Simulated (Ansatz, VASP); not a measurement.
# Two plane-wave programs on AlCo3

```
Al Co
1.0
     3.39966    0.00000    0.00000
     0.00000    3.39966    0.00000
     0.00000    0.00000    3.39966
Al Co
1 3
Direct
  0.00000 0.00000 0.00000
  0.50000 0.50000 0.00000
  0.50000 0.00000 0.50000
  0.00000 0.50000 0.50000
```

Alike in both runs: task single point; functional PBEsol; k mesh 12 × 12 × 12; occupations gaussian, width 0.1 eV; collinear spin.

|  | VASP | Ansatz |
| --- | --- | --- |
| version | VASP 6.6.1 | Ansatz 0.2.0 |
| potentials or method | VASP PAW PBE potentials, release 64 (Al, Co), cutoff 520 eV | scalar-relativistic, plane waves, PAW |
| valence electrons in the cell | 30 | 54 |

VASP gave:

```
gap on the k mesh at the Fermi level (eV)                     : none
pressure (GPa)                                                : 22.6
net moment per atom (μB)                                      : 0.33
size of the moment on the site where the two differ most (μB) : 0.44
```

Estimate Ansatz's values.

gap on the k mesh at the Fermi level (eV): none; pressure (GPa): 23.2; net moment per atom (μB): 0.34; size of the moment on the site where the two differ most (μB): 0.45.

VASP's potentials were made for PBE, not for PBEsol. Site moments also hang on the region over which each program counts them. A gap of «none» marks a metal or a gap that the smearing closes. VASP's potentials hold 30 valence electrons a cell and Ansatz's 54, so a difference there can come from the potentials and not from the codes.
